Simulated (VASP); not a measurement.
**Si: electric field gradients with LDA**

The system is Si.

```xyz
2
Lattice="0.0000 2.6972 2.6972 2.6972 0.0000 2.6972 2.6972 2.6972 0.0000" Properties=species:S:1:pos:R:3 pbc="T T T"
Si    2.6972    2.6972    2.6972
Si    4.0459    4.0459    4.0459
```

This cell differs from its parent crystal: volume scaled by 0.98.

| Quantity | Value |
| --- | --- |
| Program | VASP 6.6.1 |
| Task | electric field gradients |
| Functional | LDA |
| Potentials or basis | VASP PAW LDA potentials, release 64 (Si) |
| Cutoff | 520 eV |
| k mesh | 11 × 11 × 11 |
| Occupations | fermi-dirac, width 0.08 eV |
| Spin | no spin polarisation |
| Dipole correction | no |
| Further INCAR settings | ALGO = Normal; EDIFF = 1e-08; NBANDS = 11 |

```json
{
 "Pressure": "0.4 GPa",
 "Band gap on the k mesh": "0.46 eV, indirect (least direct gap 2.53 eV)"
}
```

Levels at points of the mesh, in eV from the valence-band top:
```tsv
k point	band 2	band 3	band 4	band 5	band 6	band 7
(0.00, 0.00, 0.00)	0.00	0.00	0.00	2.53	2.53	2.53
```

Wall time 11 s on 1 thread of Intel Xeon 6975P-C, with other jobs on the host, peak memory 0.14 GiB.

Caveat: without QUAD_EFG the Cq values of the log hold for a quadrupole moment of 1 mb, not for the nuclei. A k mesh can miss the band edges.
